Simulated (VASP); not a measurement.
Input of a VASP 6.6.1 run:

The input INCAR:

```
SYSTEM = Zr4B
ALGO     = Fast           ! electronic algorithm
EDIFF    = 1E-7           ! SCF threshold, eV
EDIFFG   = -0.04          ! ionic threshold
ENCUT    = 600            ! plane-wave cutoff, eV
GGA      = PE             ! functional
IBRION   = 2              ! ionic algorithm
ISIF     = 3              ! what is computed and relaxed
ISMEAR   = 0              ! smearing method
LASPH    = .TRUE.         ! aspherical terms in the spheres
LCHARG   = .FALSE.        ! write CHGCAR
LREAL    = .FALSE.        ! projectors in reciprocal space
LWAVE    = .FALSE.        ! write WAVECAR
NELM     = 80             ! most SCF steps
NSW      = 90             ! ionic steps
PREC     = Accurate       ! precision mode
SIGMA    = 0.1            ! smearing width, eV
```

The input KPOINTS:

```
k-points
0
G
  4 4 4
  0 0 0
```

Contents of POSCAR:

```
Zr4B
1.0
   -2.8328521400      2.8328521400      2.8328521400
    2.8328521400     -2.8328521400      2.8328521400
    2.8328521400      2.8328521400     -2.8328521400
Zr B
4 1
Direct
    0.5000000000      0.5000000000      0.5000000000
    0.0000000000      0.0000000000      0.5000000000
    0.0000000000      0.5000000000      0.0000000000
    0.5000000000      0.0000000000      0.0000000000
    0.0000000000      0.0000000000      0.0000000000
```

Potentials or basis: VASP PAW PBE potentials, release 64 (Zr_sv, B).

Launch:

```bash
$ cat potpaw_PBE.64/Zr_sv/POTCAR potpaw_PBE.64/B/POTCAR > POTCAR
$ mpirun -np 1 vasp_std > vasp.out
```

Q: What does it give for the relaxed volume?

A: 20.60 Å³/atom.

Q: Estimate the space group after relaxing (to 0.05 Å).

A: Im-3m (No. 229).

Q: What does it give for the relaxed cell?

A: a = 5.114 Å, b = 5.114 Å, c = 5.114 Å, α = 109.47°, β = 109.47°, γ = 109.47°.

The path:
```csv
step,energy change (eV),largest force (eV/Å),pressure (GPa),volume (Å³)
1,0.0000,0.0000,14.82,90.94
2,-0.1365,0.0000,-8.81,114.93
3,-0.5020,0.0000,-0.18,102.98
```

Caveat: the k points lie up to 0.38 Å⁻¹ apart in the final cell.
